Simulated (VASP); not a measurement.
Input of a VASP 6.6.1 run:

File INCAR:

```
SYSTEM = H3CNO
ALGO = Normal ; EDIFF = 1E-6
ENCUT = 1000 ; GGA_COMPAT = .FALSE.
ISIF = 2 ; ISMEAR = -1
LASPH = .TRUE. ; LCHARG = .TRUE.
LELF = .TRUE. ; LREAL = Auto
LVHAR = .TRUE. ; LWAVE = .FALSE.
NBANDS = 66 ; NELM = 120
PREC = Accurate ; SIGMA = 0.05
```

File KPOINTS:

```
k-points
0
G
  1 1 1
  0 0 0
```

Contents of POSCAR:

```
H3CNO
1.0
    8.5748860000      0.0000000000      0.0000000000
    0.0000000000      8.5748860000      0.0000000000
    0.0000000000      0.0000000000      8.5748860000
N H O C
5 15 5 5
Direct
    0.4941989899      0.8183315790      0.7218288383
    0.5336164236      0.2002358982      0.4636796338
    1.0505095928      0.6934436213      0.1698914714
    0.5138144111      0.9914884000      0.2056237249
    0.2408545140      0.3901392975      0.3260101650
    0.4245420872      0.8603846162      0.8159525386
    0.6079964212      0.8183199170      0.7754155565
    0.5083799365      0.9097380420      0.6547958772
    0.5956347408      0.3035142391      0.4377550909
    0.4926596109      0.2077228782      0.5765557700
    0.6411630429      0.1346606824      0.4810909439
    1.1181256520      0.7926519373      0.1947197899
    1.1172393429      0.5920661802      0.1535297379
    0.9500301228      0.6875776541      0.2398749091
    0.5062691212      0.9892726271      0.0858320449
    0.4268278319      0.9067875655      0.2465222278
    0.5028171803      1.1052625073      0.2517234631
    0.3155027367      0.3311647525      0.2576010923
    0.2843886204      0.4984089584      0.3548152127
    0.2351751382      0.3377537614      0.4362273738
    0.7222836548     -0.1190103285      0.4791900440
    0.2331459567      0.2826393261      0.9733890340
    0.2291925514      0.9893892467      0.6120431222
    0.6931404103      0.5880311412      1.0390225596
    0.2240029780      0.7725467137     -0.1403517201
    0.7301671416     -0.1272903220      0.3471183174
    0.3324708923      0.2482015504      0.8961401936
    0.1220307769      0.9107176469      0.6122763615
    0.7284061852      0.5635410197      1.1621145751
    0.2294024667      0.6809769833     -0.0466711744
```

Potentials or basis: VASP PAW LDA potentials, release 64 (N_h, H_h, O_h, C_h).

The run is started by

```sh
$ cat potpaw_LDA.64/N_h/POTCAR potpaw_LDA.64/H_h/POTCAR potpaw_LDA.64/O_h/POTCAR potpaw_LDA.64/C_h/POTCAR > POTCAR
$ mpirun -np 1 vasp_gam > vasp.out
```

What does it give for the pressure?

-0.5 GPa.

What does it give for the largest force?

3.684 eV/Å.

Stress tensor (GPa, compression positive):
```
-1.10 -0.70 -0.21
-0.70 -0.77 -0.59
-0.21 -0.59  0.28
```

Caveat: the k points lie up to 0.73 Å⁻¹ apart.
